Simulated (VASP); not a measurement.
Write the native input for VASP 6.6.1 that does the following.

* Task: single point
* Functional: r2SCAN
* Potentials or basis: VASP PAW PBE potentials, release 64 (Rh_sv_GW)
* Cutoff: 580 eV
* k mesh: 18 × 18 × 18
* Occupations: gaussian, width 0.1 eV
* Spin: no spin polarisation
* Dipole correction: no
* Second run: valence_matched
* Further INCAR settings: ALGO = Normal; EDIFF = 1e-06; NBANDS = 14

Crystal: Rh.

```
Rh
1.0
     0.00000    1.89995    1.89995
     1.89995    0.00000    1.89995
     1.89995    1.89995    0.00000
Rh
1
Direct
  0.00000 0.00000 0.00000
```

These files were run (other wordings do the same):

POSCAR

```
Rh
1.0
    0.0000000000      1.8999513061      1.8999513061
    1.8999513061      0.0000000000      1.8999513061
    1.8999513061      1.8999513061      0.0000000000
Rh
1
Direct
    0.0000000000      0.0000000000      0.0000000000
```

INCAR.step1

```
PREC = Accurate
ENCUT = 580
ISMEAR = 0
SIGMA = 0.1
LREAL = False
LASPH = True
NELM = 120
NBANDS = 14
GGA = PE
ALGO = Normal
EDIFF = 1E-5
LWAVE = True
LCHARG = False
GGA_COMPAT = False
```

INCAR.step2

```
PREC = Accurate
ENCUT = 580
EDIFF = 1E-6
ISMEAR = 0
SIGMA = 0.1
LREAL = False
LASPH = True
NELM = 120
ALGO = Normal
ISIF = 2
LWAVE = False
LCHARG = False
METAGGA = R2SCAN
LMIXTAU = True
NBANDS = 14
ISTART = 1
GGA_COMPAT = False
```

KPOINTS

```
Automatic mesh
0
Gamma
  18 18 18
```

Potentials or basis: VASP PAW PBE potentials, release 64 (Rh_sv_GW).

Command:

```bash
$ cat potpaw_PBE.64/Rh_sv_GW/POTCAR > POTCAR
$ cp INCAR.step1 INCAR
$ mpirun -np 1 vasp_std > vasp.out
$ cp INCAR.step2 INCAR
$ mpirun -np 1 vasp_std > vasp.out
```

It gave:

| Quantity | Value |
| --- | --- |
| Pressure | -1.6 GPa |

Caveat: the PAW data sets were made with another functional, which shifts forces and pressure a little.

Wall time 59 s on 1 thread of Intel(R) Xeon(R) 6975P-C (Granite Rapids) (shared host), peak memory 0.19 GiB.
